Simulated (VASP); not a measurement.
# BN (P1) in VASP: notebook

Runs on BN. Level: PBE. Tasks: single point.

Everything below comes from runs of VASP 6.6.1. Logs are shortened: lines on timing, memory, paths and dates and some standing lists are left out, and cuts for length are marked.

## 1. The cell of the first run

The typed cell holds 4 atoms: a = 2.554 Å, b = 2.554 Å, c = 4.227 Å, α = 90.00°, β = 90.00°, γ = 120.00°.

## 2. Single point, PBE (atom 3 (N) moved by (+0.200, -0.200) A along [1 1 0] and z)

Contents of INCAR:

```
ALGO = Normal
EDIFF = 1E-7
ENCUT = 520
GGA = PE
ISIF = 2
ISMEAR = 0
LASPH = T
LCHARG = T
LELF = T
LREAL = F
LVHAR = T
LWAVE = F
NBANDS = 16
NELM = 80
PREC = Accurate
SIGMA = 0.05
```

Contents of KPOINTS:

```
k-points
0
Gamma
  12 12 6
```

Contents of POSCAR:

```
BN
1.0
    2.5539396017      0.0000000000      0.0000000000
   -1.2769698009      2.2117765748      0.0000000000
    0.0000000000      0.0000000000      4.2268550000
B N
2 2
Direct
    0.6666666667      0.3333333333      0.9997240000
    0.3333333333      0.6666666667      0.4997240000
    0.7540105546      0.3972734970      0.5779594964
    0.3333333333      0.6666666667      0.1252760000
```

Potentials or basis: VASP PAW PBE potentials, release 64 (B, N).

Command:

```bash
$ cat potpaw_PBE.64/B/POTCAR potpaw_PBE.64/N/POTCAR > POTCAR
$ mpirun -np 1 vasp_std > vasp.out
```

OUTCAR:

```text
EDIFF = 1E-7
   ENCUT = 520
   GGA = PE
   ISIF = 2
   ISMEAR = 0
   LASPH = T
   LREAL = F
   NELM = 80
   PREC = Accurate

 ion  position               nearest neighbor table
   1  0.667  0.333  1.000-   4 1.57   4 1.57   4 1.57   3 1.79
   2  0.333  0.667  0.500-   3 1.32   3 1.57   4 1.58   3 1.66
   3  0.754  0.397  0.578-   2 1.32   2 1.57   2 1.66   1 1.79
   4  0.333  0.667  0.125-   1 1.57   1 1.57   1 1.57   2 1.58

  LATTYP: Found a hexagonal cell.
 ALAT       =     2.5539396017
 C/A-ratio  =     1.6550332659

  Lattice vectors:

 A1 = (   2.5539396017,   0.0000000000,   0.0000000000)
 A2 = (  -1.2769698009,   2.2117765748,   0.0000000000)
 A3 = (   0.0000000000,   0.0000000000,   4.2268550000)

Analysis of symmetry for initial positions (statically):
=====================================================================
 Subroutine PRICEL returns:
 Original cell was already a primitive cell.

 Routine SETGRP: Setting up the symmetry group for a
 hexagonal supercell.

 Subroutine GETGRP returns: Found  1 space group operations
 (whereof  1 operations were pure point group operations)
 out of a pool of 24 trial point group operations.

The static configuration has the point symmetry C_1 .

Analysis of symmetry for dynamics (positions and initial velocities):
=====================================================================
 Subroutine PRICEL returns:
 Original cell was already a primitive cell.

 Routine SETGRP: Setting up the symmetry group for a
 hexagonal supercell.

 Subroutine GETGRP returns: Found  1 space group operations
 (whereof  1 operations were pure point group operations)
 out of a pool of 24 trial point group operations.

The dynamic configuration has the point symmetry C_1 .

 Subroutine INISYM returns: Found  1 space group operations
 (whereof  1 operations are pure point group operations),
 and found     1 'primitive' translations

----------------------------------------------------------------------------------------

                                     Primitive cell

  volume of cell :      23.8764

  direct lattice vectors                    reciprocal lattice vectors
     2.553939602  0.000000000  0.000000000     0.391551938  0.226062617  0.000000000
    -1.276969801  2.211776575  0.000000000     0.000000000  0.452125233  0.000000000
     0.000000000  0.000000000  4.226855000     0.000000000  0.000000000  0.236582518

  length of vectors
     2.553939602  2.553939602  4.226855000     0.452125233  0.452125233  0.236582518

  position of ions in fractional coordinates (direct lattice)
     0.666666667  0.333333333  0.999724000
     0.333333333  0.666666667  0.499724000
     0.754010555  0.397273497  0.577959496
     0.333333333  0.666666667  0.125276000

  ion indices of the primitive-cell ions
   primitive index   ion index
                 1           1
                 2           2
                 3           3
                 4           4

----------------------------------------------------------------------------------------

 KPOINTS: k-points

Automatic generation of k-mesh.
 Grid dimensions read from file:
 generate k-points for:   12   12    6

 Generating k-lattice:

  Cartesian coordinates                     Fractional coordinates (reciprocal lattice)
     0.032629328  0.018838551  0.000000000     0.083333333  0.000000000  0.000000000
     0.000000000  0.037677103  0.000000000     0.000000000  0.083333333  0.000000000
     0.000000000  0.000000000  0.039430420     0.000000000  0.000000000  0.166666667

  Length of vectors
     0.037677103  0.037677103  0.039430420

  Shift w.r.t. Gamma in fractional coordinates (k-lattice)
     0.000000000  0.000000000  0.000000000

 Subroutine IBZKPT returns following result:
 ===========================================

 Found    436 irreducible k-points:

 Following reciprocal coordinates:
            Coordinates               Weight
  0.000000  0.000000  0.000000      1.000000
  0.083333  0.000000  0.000000      2.000000
  0.000000  0.083333  0.000000      2.000000
 -0.083333  0.083333  0.000000      2.000000
  0.166667  0.000000  0.000000      2.000000
  0.000000  0.166667  0.000000      2.000000
[... 16 lines left out ...]
  0.166667  0.083333  0.000000      2.000000
 -0.083333  0.250000  0.000000      2.000000
 [... further k-points ...]
   k-points           NKPTS =    436   k-points in BZ     NKDIM =    436   number of bands    NBANDS=     16
   number of dos      NEDOS =    301   number of ions     NIONS =      4
   total plane-waves  NPLWV =  12800
   dimension x,y,z NGX =    20 NGY =   20 NGZ =   32
   dimension x,y,z NGXF=    40 NGYF=   40 NGZF=   64
   ions per type =               2   2
   NGX,Y,Z   is equivalent  to a cutoff of  13.02, 13.02, 12.59 a.u.
   NGXF,Y,Z  is equivalent  to a cutoff of  26.04, 26.04, 25.17 a.u.
 SYSTEM =  unknown system
   PREC   = accura    normal or accurate (medium, high low for compatibility)
   ISTART =      0    job   : 0-new  1-cont  2-samecut
   ICHARG =      2    charge: 1-file 2-atom 10-const
   ISPIN  =      1    spin polarized calculation?
   LNONCOLLINEAR =      F non collinear calculations
   LSORBIT =      F    spin-orbit coupling
   LASPH  =      T    aspherical Exc in radial PAW
   ENCUT  =  520.0 eV  38.22 Ry    6.18 a.u.   4.75  4.75  7.86*2*pi/ulx,y,z
   NELM   =     80;   NELMIN=  2; NELMDL= -5     # of ELM steps
   EDIFF  = 0.1E-06   stopping-criterion for ELM
   LREAL  =      F    real-space projection
   EDIFFG = 0.1E-05   stopping-criterion for IOM
   NSW    =      0    number of steps for IOM
   IBRION =     -1    ionic relax: 0-MD 1-quasi-New 2-CG
   NFREE  =      0    steps in history (QN), initial steepest desc. (CG)
   ISIF   =      2    stress and relaxation
   ISYM   =      2    0-nonsym 1-usesym 2-fastsym
   POTIM  = 0.5000    time-step for ionic-motion
   TEBEG  =    0.0;   TEEND  =   0.0 temperature during run
   PSTRESS=    0.0 pullay stress
   NELECT =      16.0000    total number of electrons
   NUPDOWN=      -1.0000    fix difference up-down
   EMIN   =  10.00;   EMAX   =-10.00  energy-range for DOS
   EFERMI =   0.00;   METHOD = LEGACY
   ISMEAR =     0;   SIGMA  =   0.05  broadening in eV -4-tet -1-fermi 0-gaus
   EFERMI_NEDOS =   21; number of points for ismear=-14 and -15
   IALGO  =     38    algorithm
   IMIX   =      4    mixing-type and parameters
     AMIX     =   0.40;   BMIX     =  1.00
     AMIX_MAG =   1.60;   BMIX_MAG =  1.00
  volume/ion in A,a.u.               =       5.97        40.28
  Fermi-wavevector in a.u.,A,eV,Ry     =   1.432600  2.707222 27.923836  2.052344
  Thomas-Fermi vector in A             =   2.552210
   LORBIT       =      0    0 simple, 1 ext, 2 COOP (PROOUT), +10 PAW based schemes
   GGA     = PE    functional components
   LHFCALC =     F    Hartree Fock is set to
   AEXX    =    0.0000 exact exchange contribution
   IVDW    =     0    specifies the selected vdW correction
   LEPSILON=     F    determine dielectric tensor
   LRPA    =     F    only Hartree local field effects (RPA)
 non-spin polarized calculation
 Gauss-broadening in eV      SIGMA  =   0.05
  energy-cutoff  :      520.00
  volume of cell :       23.88
 maximum number of plane-waves:       660
   NGX =  9   NGY =  9   NGZ = 15

 number of electron      15.9999998 magnetization

 Free energy of the ion-electron system (eV)
  ---------------------------------------------------
  ext. energy  EPLUGINS =         0.00000000
  ---------------------------------------------------
  free energy    TOTEN  =       -33.39375834 eV

  energy without entropy =      -33.39375834  energy(sigma->0) =      -33.39375834

 E-fermi :   8.3926     XC(G=0): -12.7514

 val. band max:        8.1557782141   @ k =   0.0000   0.0000   0.0000
 cond. band min:      12.7571155405   @ k =   0.0000   0.5000   0.3333
 fundamental gap:      4.6013373264
 Fermi energy:         8.3926480597

 k-point     1 :       0.0000    0.0000    0.0000
  band No.  band energies     occupation
      1     -12.9984      2.00000
      2      -8.7492      2.00000
      3      -3.2179      2.00000
      4       3.4750      2.00000
      5       5.9073      2.00000
      6       6.7600      2.00000
[... 8 lines left out ...]
     15      21.8466      0.00000
     16      23.7540      0.00000

 k-point     2 :       0.0833    0.0000    0.0000
  band No.  band energies     occupation
      1     -12.8519      2.00000
      2      -8.6450      2.00000
      3      -3.0598      2.00000
      4       2.9935      2.00000
      5       5.5294      2.00000
      6       6.1939      2.00000
[... 8 lines left out ...]
     15      21.7302      0.00000
     16      23.6413      0.00000

 k-point     3 :       0.0000    0.0833    0.0000
  band No.  band energies     occupation
      1     -12.8508      2.00000
      2      -8.6361      2.00000
      3      -3.0664      2.00000
      4       3.2216      2.00000
      5       5.1952      2.00000
      6       6.4928      2.00000
[... 8 lines left out ...]
     15      22.0631      0.00000
     16      23.6666      0.00000

 k-point     4 :      -0.0833    0.0833    0.0000
  band No.  band energies     occupation
      1     -12.8513      2.00000
      2      -8.6392      2.00000
      3      -3.0644      2.00000
      4       3.1241      2.00000
      5       5.3336      2.00000
      6       6.4187      2.00000
[... 8 lines left out ...]
     15      22.0288      0.00000
     16      23.6976      0.00000
[... 324 lines left out ...]
 k-point    22 :      -0.1667    0.0833    0.0000
  band No.  band energies     occupation
      1     -12.5609      2.00000
      2      -8.4419      2.00000
      3      -2.7491      2.00000
      4       2.2206      2.00000
      5       4.6936      2.00000
      6       5.4950      2.00000
[... 8 lines left out ...]
     15      21.7225      0.00000
     16      23.6974      0.00000

 k-point    23 :       0.1667    0.0833    0.0000
  band No.  band energies     occupation
      1     -11.9878      2.00000
      2      -8.0686      2.00000
      3      -2.1418      2.00000
      4       1.0023      2.00000
      5       3.3216      2.00000
      6       4.3144      2.00000
[... 8 lines left out ...]
     15      21.7516      0.00000
     16      23.9609      0.00000

 k-point    24 :      -0.0833    0.2500    0.0000
  band No.  band energies     occupation
      1     -11.9855      2.00000
      2      -8.0019      2.00000
      3      -2.1942      2.00000
      4       1.7398      2.00000
      5       2.5698      2.00000
      6       4.7464      2.00000
[... 8 lines left out ...]
     15      22.7368      0.00000
     16      24.6111      0.00000

 [... further k-points ...]
[... 5 lines left out ...]
  --------------------------------------------------------------------------------------
  -------------------------------------------------------------------------------------
  Total        4.5104579      0.9428875      2.2005038      2.3660793     -0.5975693     -1.2205294
  in kB      302.6648510     63.2704933    147.6602062    158.7708091    -40.0986372    -81.9010751
  external PRESSURE =     171.1985168 kB  Pullay stress =       0.0000000 kB

 VOLUME and BASIS-vectors are now :
 -----------------------------------------------------------------------------
  energy-cutoff  :      520.00
  volume of cell :       23.88
      direct lattice vectors                 reciprocal lattice vectors
     2.553939602  0.000000000  0.000000000     0.391551938  0.226062617  0.000000000
    -1.276969801  2.211776575  0.000000000     0.000000000  0.452125233  0.000000000
     0.000000000  0.000000000  4.226855000     0.000000000  0.000000000  0.236582518

 POSITION                                       TOTAL-FORCE (eV/Angst)
 -----------------------------------------------------------------------------------
      1.27697      0.73726      4.22569         0.593514      0.550785     -0.347967
     -0.00000      1.47452      2.11226         6.451417      4.292436     -3.613865
      1.41839      0.87868      2.44295        -7.284363     -5.030871      6.933027
     -0.00000      1.47452      0.52952         0.239432      0.187650     -2.971195
 -----------------------------------------------------------------------------------
    total drift:                                0.000208     -0.000147      0.000099

  FREE ENERGIE OF THE ION-ELECTRON SYSTEM (eV)
  ---------------------------------------------------
  free  energy   TOTEN  =       -33.3937583352 eV

  energy  without entropy=      -33.3937583352  energy(sigma->0) =      -33.39375834
```

It took 1.7 min on 1 thread of AMD EPYC 9R45 (Zen 5), shared host; peak memory 0.21 GiB.

What came out:

```
Free energy            : -33.3938 eV
Pressure               : 17.1 GPa
Largest force          : 11.244 eV/Å
Band gap on the k mesh : 4.60 eV, indirect (least direct gap 6.34 eV)
```

Forces in eV/Å, atoms in the order of the input:
```
B    0.594  0.551 -0.348
B    6.451  4.292 -3.614
N   -7.284 -5.031  6.933
N    0.239  0.188 -2.971
```

Caveat: the cell differs from its parent crystal (atom 3 (N) moved by (+0.200, -0.200) A along [1 1 0] and z); forces of over 1 eV/Å act on the atoms, so gaps and moduli don't describe the material at rest. A k mesh can miss the band edges.

(Part 1 of 2 ends here.)
